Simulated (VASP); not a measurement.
# Zr (P6/mmm) in VASP: a series of runs

The runs below take Zr through single point, relaxation of cell and atoms, with PBEsol.

All numbers are computed with VASP 6.6.1; they aren't measurements. Logs are shortened: lines on timing, memory, paths and dates and some standing lists are left out, and cuts for length are marked.

### Step 1. The cell of the first run

The structure is hexagonal, space group P6/mmm (No. 191). The conventional cell has a = 4.899 Å, b = 4.899 Å, c = 3.059 Å, α = 90.00°, β = 90.00°, γ = 120.00°. Zr (site symmetry -6m2) has 11 Zr at 2.83 to 3.22 Å within 3.7 Å. Within 4.0 Å of Zr (site symmetry 6/mmm) lie 14 Zr at 3.06 to 3.22 Å.

This isn't the form of Zr at room conditions, which is hcp.

### Step 2. Single point, PBEsol

Contents of INCAR:

```
SYSTEM = Zr
ALGO = Fast
EDIFF = 1E-6
ENCUT = 520
GGA = PS
ISIF = 2
ISMEAR = -1
LASPH = .True.
LCHARG = .True.
LELF = .True.
LREAL = .False.
LVHAR = .True.
LWAVE = .False.
NBANDS = 25
NELM = 80
PREC = Accurate
SIGMA = 0.1
```

Contents of KPOINTS:

```
k-points
0
Gamma
  12 12 14
  0 0 0
```

Contents of POSCAR:

```
Zr
1.0
    4.8991260632      0.0000000000      0.0000000000
   -2.4495630316      4.2427676270      0.0000000000
    0.0000000000      0.0000000000      3.0594417938
Zr
3
Direct
    0.6666666667      0.3333333333      0.5000000000
    0.3333333333      0.6666666667      0.5000000000
    0.0000000000      0.0000000000      0.0000000000
```

Potentials or basis: VASP PAW PBE potentials, release 64 (Zr_sv).

The run is started by

```console
$ cat potpaw_PBE.64/Zr_sv/POTCAR > POTCAR
$ mpirun -np 1 vasp_std > vasp.out
```

OUTCAR:

```text
SYSTEM = Zr
   EDIFF = 1E-6
   ENCUT = 520
   GGA = PS
   ISIF = 2
   ISMEAR = -1
   LASPH = .True.
   LREAL = .False.
   NELM = 80
   PREC = Accurate

 ion  position               nearest neighbor table
   1  0.667  0.333  0.500-   2 2.83   2 2.83   2 2.83   3 3.22   3 3.22   3 3.22   3 3.22   3 3.22
                             3 3.22
   2  0.333  0.667  0.500-   1 2.83   1 2.83   1 2.83   3 3.22   3 3.22   3 3.22   3 3.22   3 3.22
                             3 3.22
   3  0.000  0.000  0.000-   1 3.22   2 3.22   1 3.22   2 3.22   2 3.22   2 3.22   1 3.22   1 3.22
                             1 3.22   1 3.22   2 3.22   2 3.22

  LATTYP: Found a hexagonal cell.
 ALAT       =     4.8991260632
 C/A-ratio  =     0.6244872564

  Lattice vectors:

 A1 = (   4.8991260632,   0.0000000000,   0.0000000000)
 A2 = (  -2.4495630316,   4.2427676270,   0.0000000000)
 A3 = (   0.0000000000,   0.0000000000,   3.0594417938)

Analysis of symmetry for initial positions (statically):
=====================================================================
 Subroutine PRICEL returns:
 Original cell was already a primitive cell.

 Routine SETGRP: Setting up the symmetry group for a
 hexagonal supercell.

 Subroutine GETGRP returns: Found 24 space group operations
 (whereof 24 operations were pure point group operations)
 out of a pool of 24 trial point group operations.

The static configuration has the point symmetry D_6h.

Analysis of symmetry for dynamics (positions and initial velocities):
=====================================================================
 Subroutine PRICEL returns:
 Original cell was already a primitive cell.

 Routine SETGRP: Setting up the symmetry group for a
 hexagonal supercell.

 Subroutine GETGRP returns: Found 24 space group operations
 (whereof 24 operations were pure point group operations)
 out of a pool of 24 trial point group operations.

The dynamic configuration has the point symmetry D_6h.

 Subroutine INISYM returns: Found 24 space group operations
 (whereof 24 operations are pure point group operations),
 and found     1 'primitive' translations

----------------------------------------------------------------------------------------

                                     Primitive cell

  volume of cell :      63.5931

  direct lattice vectors                    reciprocal lattice vectors
     4.899126063  0.000000000  0.000000000     0.204118038  0.117847604  0.000000000
    -2.449563032  4.242767627  0.000000000     0.000000000  0.235695208  0.000000000
     0.000000000  0.000000000  3.059441794     0.000000000  0.000000000  0.326857011

  length of vectors
     4.899126063  4.899126063  3.059441794     0.235695208  0.235695208  0.326857011

  position of ions in fractional coordinates (direct lattice)
     0.666666667  0.333333333  0.500000000
     0.333333333  0.666666667  0.500000000
     0.000000000  0.000000000  0.000000000

  ion indices of the primitive-cell ions
   primitive index   ion index
                 1           1
                 2           2
                 3           3

----------------------------------------------------------------------------------------

 KPOINTS: k-points

Automatic generation of k-mesh.
 Grid dimensions read from file:
 generate k-points for:   12   12   14

 Generating k-lattice:

  Cartesian coordinates                     Fractional coordinates (reciprocal lattice)
     0.017009837  0.009820634  0.000000000     0.083333333  0.000000000  0.000000000
     0.000000000  0.019641267  0.000000000     0.000000000  0.083333333  0.000000000
     0.000000000  0.000000000  0.023346929     0.000000000  0.000000000  0.071428571

  Length of vectors
     0.019641267  0.019641267  0.023346929

  Shift w.r.t. Gamma in fractional coordinates (k-lattice)
     0.000000000  0.000000000  0.000000000

 Subroutine IBZKPT returns following result:
 ===========================================

 Found    152 irreducible k-points:

 Following reciprocal coordinates:
            Coordinates               Weight
  0.000000  0.000000  0.000000      1.000000
  0.083333  0.000000  0.000000      6.000000
  0.166667 -0.000000  0.000000      6.000000
  0.250000 -0.000000  0.000000      6.000000
  0.333333 -0.000000  0.000000      6.000000
  0.416667  0.000000  0.000000      6.000000
[... 16 lines left out ...]
  0.250000 -0.000000  0.071429     12.000000
  0.333333 -0.000000  0.071429     12.000000
 [... further k-points ...]
   k-points           NKPTS =    152   k-points in BZ     NKDIM =    152   number of bands    NBANDS=     25
   number of dos      NEDOS =    301   number of ions     NIONS =      3
   total plane-waves  NPLWV =  31104
   dimension x,y,z NGX =    36 NGY =   36 NGZ =   24
   dimension x,y,z NGXF=    72 NGYF=   72 NGZF=   48
   ions per type =               3
   NGX,Y,Z   is equivalent  to a cutoff of  12.22, 12.22, 13.04 a.u.
   NGXF,Y,Z  is equivalent  to a cutoff of  24.43, 24.43, 26.08 a.u.
 SYSTEM =  Zr
   PREC   = accura    normal or accurate (medium, high low for compatibility)
   ISTART =      0    job   : 0-new  1-cont  2-samecut
   ICHARG =      2    charge: 1-file 2-atom 10-const
   ISPIN  =      1    spin polarized calculation?
   LNONCOLLINEAR =      F non collinear calculations
   LSORBIT =      F    spin-orbit coupling
   LASPH  =      T    aspherical Exc in radial PAW
   ENCUT  =  520.0 eV  38.22 Ry    6.18 a.u.   9.11  9.11  5.69*2*pi/ulx,y,z
   NELM   =     80;   NELMIN=  2; NELMDL= -5     # of ELM steps
   EDIFF  = 0.1E-05   stopping-criterion for ELM
   LREAL  =      F    real-space projection
   EDIFFG = 0.1E-04   stopping-criterion for IOM
   NSW    =      0    number of steps for IOM
   IBRION =     -1    ionic relax: 0-MD 1-quasi-New 2-CG
   NFREE  =      0    steps in history (QN), initial steepest desc. (CG)
   ISIF   =      2    stress and relaxation
   ISYM   =      2    0-nonsym 1-usesym 2-fastsym
   POTIM  = 0.5000    time-step for ionic-motion
   TEBEG  =    0.0;   TEEND  =   0.0 temperature during run
   PSTRESS=    0.0 pullay stress
   NELECT =      36.0000    total number of electrons
   NUPDOWN=      -1.0000    fix difference up-down
   EMIN   =  10.00;   EMAX   =-10.00  energy-range for DOS
   EFERMI =   0.00;   METHOD = LEGACY
   ISMEAR =    -1;   SIGMA  =   0.10  broadening in eV -4-tet -1-fermi 0-gaus
   EFERMI_NEDOS =   21; number of points for ismear=-14 and -15
   IALGO  =     68    algorithm
   IMIX   =      4    mixing-type and parameters
     AMIX     =   0.40;   BMIX     =  1.00
     AMIX_MAG =   1.60;   BMIX_MAG =  1.00
  volume/ion in A,a.u.               =      21.20       143.05
  Fermi-wavevector in a.u.,A,eV,Ry     =   1.354271  2.559201 24.953772  1.834051
  Thomas-Fermi vector in A             =   2.481457
   LORBIT       =      0    0 simple, 1 ext, 2 COOP (PROOUT), +10 PAW based schemes
   GGA     = PS    functional components
   LHFCALC =     F    Hartree Fock is set to
   AEXX    =    0.0000 exact exchange contribution
   IVDW    =     0    specifies the selected vdW correction
   LEPSILON=     F    determine dielectric tensor
   LRPA    =     F    only Hartree local field effects (RPA)
 non-spin polarized calculation
 RMM-DIIS sequential band-by-band and
  energy-cutoff  :      520.00
  volume of cell :       63.59
 maximum number of plane-waves:      1732
   NGX = 19   NGY = 19   NGZ = 11

 number of electron      36.0000000 magnetization

 Free energy of the ion-electron system (eV)
  ---------------------------------------------------
  ext. energy  EPLUGINS =         0.00000000
  ---------------------------------------------------
  free energy    TOTEN  =       -27.26561613 eV

  energy without entropy =      -27.17191264  energy(sigma->0) =      -27.21876438

 E-fermi :   9.7737     XC(G=0): -11.6361

 val. band max:        9.7701880385   @ k =   0.3333   0.1667   0.2857
 cond. band min:       9.7758929869   @ k =   0.3333   0.1667   0.0714
 fundamental gap:      0.0057049484
 Fermi energy:         9.7736678931

 k-point     1 :       0.0000    0.0000    0.0000
  band No.  band energies     occupation
      1     -38.7549      2.00000
      2     -38.5136      2.00000
      3     -38.2722      2.00000
      4     -17.0899      2.00000
      5     -17.0899      2.00000
      6     -16.9773      2.00000
[... 17 lines left out ...]
     24      12.2311      0.00000
     25      12.2418      0.00000

 k-point     2 :       0.0833    0.0000    0.0000
  band No.  band energies     occupation
      1     -38.7518      2.00000
      2     -38.5125      2.00000
      3     -38.2768      2.00000
      4     -17.1559      2.00000
      5     -17.1392      2.00000
      6     -16.9075      2.00000
[... 17 lines left out ...]
     24      11.8872      0.00000
     25      12.6640      0.00000

 k-point     3 :       0.1667   -0.0000    0.0000
  band No.  band energies     occupation
      1     -38.7432      2.00000
      2     -38.5089      2.00000
      3     -38.2899      2.00000
      4     -17.2482      2.00000
      5     -17.1819      2.00000
      6     -16.8042      2.00000
[... 17 lines left out ...]
     24      11.8794      0.00000
     25      13.1399      0.00000

 k-point     4 :       0.2500   -0.0000    0.0000
  band No.  band energies     occupation
      1     -38.7314      2.00000
      2     -38.5016      2.00000
      3     -38.3102      2.00000
      4     -17.3288      2.00000
      5     -17.1786      2.00000
      6     -16.7076      2.00000
[... 17 lines left out ...]
     24      12.2730      0.00000
     25      13.5393      0.00000
[... 477 lines left out ...]
 k-point    22 :       0.1667   -0.0000    0.0714
  band No.  band energies     occupation
      1     -38.7376      2.00000
      2     -38.5064      2.00000
      3     -38.2860      2.00000
      4     -17.2375      2.00000
      5     -17.1725      2.00000
      6     -16.8004      2.00000
[... 17 lines left out ...]
     24      11.8921      0.00000
     25      13.2375      0.00000

 k-point    23 :       0.2500   -0.0000    0.0714
  band No.  band energies     occupation
      1     -38.7263      2.00000
      2     -38.4986      2.00000
      3     -38.3063      2.00000
      4     -17.3167      2.00000
      5     -17.1700      2.00000
      6     -16.7067      2.00000
[... 17 lines left out ...]
     24      12.2243      0.00000
     25      13.6821      0.00000

 k-point    24 :       0.3333   -0.0000    0.0714
  band No.  band energies     occupation
      1     -38.7153      2.00000
      2     -38.4865      2.00000
      3     -38.3308      2.00000
      4     -17.3772      2.00000
      5     -17.1182      2.00000
      6     -16.6566      2.00000
[... 17 lines left out ...]
     24      12.7183      0.00000
     25      13.5322      0.00000

 [... further k-points ...]
[... 5 lines left out ...]
  --------------------------------------------------------------------------------------
  -------------------------------------------------------------------------------------
  Total        2.0932033      2.0932033      2.0775614      0.0000000     -0.0000000      0.0000000
  in kB       52.7365758     52.7365758     52.3424925      0.0000000     -0.0000000      0.0000000
  external PRESSURE =      52.6052147 kB  Pullay stress =       0.0000000 kB

 VOLUME and BASIS-vectors are now :
 -----------------------------------------------------------------------------
  energy-cutoff  :      520.00
  volume of cell :       63.59
      direct lattice vectors                 reciprocal lattice vectors
     4.899126063  0.000000000  0.000000000     0.204118038  0.117847604  0.000000000
    -2.449563032  4.242767627  0.000000000     0.000000000  0.235695208  0.000000000
     0.000000000  0.000000000  3.059441794     0.000000000  0.000000000  0.326857011

 POSITION                                       TOTAL-FORCE (eV/Angst)
 -----------------------------------------------------------------------------------
      2.44956      1.41426      1.52972        -0.000000      0.000000     -0.000000
     -0.00000      2.82851      1.52972         0.000000     -0.000000      0.000000
      0.00000      0.00000      0.00000         0.000000      0.000000     -0.000000
 -----------------------------------------------------------------------------------
    total drift:                                0.000000     -0.000000     -0.000000

  FREE ENERGIE OF THE ION-ELECTRON SYSTEM (eV)
  ---------------------------------------------------
  free  energy   TOTEN  =       -27.2656161289 eV

  energy  without entropy=      -27.1719126393  energy(sigma->0) =      -27.21876438
```

It took 2.6 min on 1 thread of AMD EPYC 9R45 (Zen 5), shared host; peak memory 0.27 GiB.

What came out:

```
Free energy            : -27.2656 eV
Pressure               : 5.3 GPa
Band gap on the k mesh : zero (bands 18 and 19 overlap by 0.71 eV)
```

Levels at points of the mesh, in eV from the Fermi level:
```
           k point  band 16  band 17  band 18  band 19  band 20  band 21
(0.00, 0.00, 0.00)    -0.43    -0.38    -0.38    -0.16     0.90     1.76
(0.50, 0.00, 0.00)    -0.71    -0.69    -0.53    -0.02     0.78     1.18
(0.00, 0.00, 0.50)    -2.06    -2.04    -1.23     1.28     1.28     1.86
(0.50, 0.00, 0.50)    -1.66    -0.85    -0.42     0.27     1.02     1.56
```

Caveat: the cell stands under pressure; the PAW data sets were made with another functional, which shifts forces and pressure a little.

### Step 3. Relaxation of cell and atoms, PBEsol, target pressure 5.19 GPa, at which the enthalpy is minimised

Contents of INCAR:

```
PREC = Accurate ; ENCUT = 600
EDIFF = 1E-7 ; ISMEAR = -1
SIGMA = 0.1 ; LREAL = F
LASPH = T ; NELM = 60
ALGO = Fast ; ISIF = 3
LWAVE = F ; LCHARG = F
GGA = PS ; IBRION = 2
NSW = 80 ; EDIFFG = -0.002
PSTRESS = 51.900000000000006
```

Contents of KPOINTS:

```
regular mesh
0
Gamma
  12 12 14
```

Contents of POSCAR:

```
Zr
1.0
    4.8902345853      0.0000000000      0.0000000000
   -2.4451172927      4.2350673814      0.0000000000
    0.0000000000      0.0000000000      3.0699415347
Zr
3
Direct
    0.6666666667      0.3333333333      0.5000000000
    0.3333333333      0.6666666667      0.5000000000
    0.0000000000      0.0000000000      0.0000000000
```

Potentials or basis: VASP PAW PBE potentials, release 64 (Zr_sv).

The run is started by

```console
$ cat potpaw_PBE.64/Zr_sv/POTCAR > POTCAR
$ mpirun -np 1 vasp_std > vasp.out
```

Run time: 11 min. Hardware: 1 thread of AMD EPYC 9R45 (Zen 5), shared host; peak memory 0.33 GiB.

The run converged. Its results:

```
Free energy                                                : -27.2679 eV
Relaxed volume                                             : 21.21 Å³/atom
Relaxed cell                                               : a = 4.900 Å, b = 4.900 Å, c = 3.060 Å, α = 90.00°, β = 90.00°, γ = 120.00°
Space group after relaxing (to 0.1 Å)                      : P6/mmm (No. 191)
Energy change on relaxing (the run minimises the enthalpy) : -0.8 meV/atom
Ionic steps                                                : 5
Pressure after relaxing                                    : 5.2 GPa
Band gap on the k mesh                                     : zero (bands 18 and 19 overlap by 0.70 eV)
```

The path:
```tsv
step	energy change (eV)	largest force (eV/Å)	pressure (GPa)	volume (Å³)
1	0.0000	0.0000	5.30	63.58
2	-0.0049	0.0000	5.05	63.71
3	-0.0043	0.0000	5.08	63.69
4	-0.0005	0.0000	5.31	63.57
5	-0.0025	0.0000	5.19	63.64
```

Final structure:
```yaml
crystal:
  lattice:
    - [4.90047, 0.00000, 0.00000]
    - [-2.45024, 4.24393, 0.00000]
    - [0.00000, 0.00000, 3.05980]
  atoms:
    - { symbol: Zr, position: [0.66667, 0.33333, 0.50000] }
    - { symbol: Zr, position: [0.33333, 0.66667, 0.50000] }
    - { symbol: Zr, position: [0.00000, 0.00000, 0.00000] }
```

Levels at points of the mesh, in eV from the Fermi level:
```
           k point  band 14  band 15  band 16  band 17  band 18  band 19  band 20  band 21  band 22
(0.00, 0.00, 0.00)    -2.62    -0.43    -0.43    -0.38    -0.38    -0.16     0.89     1.76     1.76
(0.50, 0.00, 0.00)    -3.07    -3.06    -0.71    -0.69    -0.53    -0.02     0.77     1.18     2.01
(0.00, 0.00, 0.50)    -2.80    -2.06    -2.06    -2.04    -1.23     1.28     1.28     1.86     1.86
(0.50, 0.00, 0.50)    -2.43    -2.15    -1.66    -0.85    -0.42     0.27     1.02     1.56     1.63
```

Caveat: the cell is relaxed towards a set pressure, so the run minimises the enthalpy, not the energy; the PAW data sets were made with another functional, which shifts forces and pressure a little.
